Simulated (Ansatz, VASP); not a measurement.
**One calculation of TaN, two programs**

```
CELL_PARAMETERS angstrom
2.93800 0.00000 0.00000
-1.46900 2.54438 0.00000
0.00000 0.00000 2.88300
ATOMIC_POSITIONS crystal
Ta 0.33333 0.66667 0.50000
N 0.00000 0.00000 0.02601
```

Change from the starting cell: all N atoms moved +0.075 Å, as atom 2 along Cartesian [0 0 1].

Alike in both runs: task single point; functional LDA; k mesh 18 × 18 × 16; occupations gaussian, width 0.15 eV; no spin polarisation.

|  | VASP | Ansatz |
| --- | --- | --- |
| version | VASP 6.6.1 | Ansatz 0.2.0 |
| potentials or method | VASP PAW LDA potentials, release 64 (Ta_pv, N), cutoff 520 eV | scalar-relativistic, plane waves, PAW |
| valence electrons in the cell | 16 | 18 |

```tsv
	VASP	Ansatz	Ansatz less VASP
gap on the k mesh at the Fermi level (eV)	none	none	-
pressure (GPa)	-8.6	-10.4	-1.78
traceless stress, the component that is largest in VASP (GPa)	-0.55	-0.67	-0.118
rms of the force components (eV/Å)	0.590	0.581	-0.0095
```

LDA's correlation is that of Perdew and Zunger in VASP and of Perdew and Wang (1992) in Ansatz. Atom by atom the forces differ by 0.009 eV/Å (rms over components). A gap of «none» marks a metal or a gap that the smearing closes. VASP's potentials hold 16 valence electrons a cell and Ansatz's 18, so a difference there can come from the potentials and not from the codes.

Neither program's run includes spin-orbit coupling.
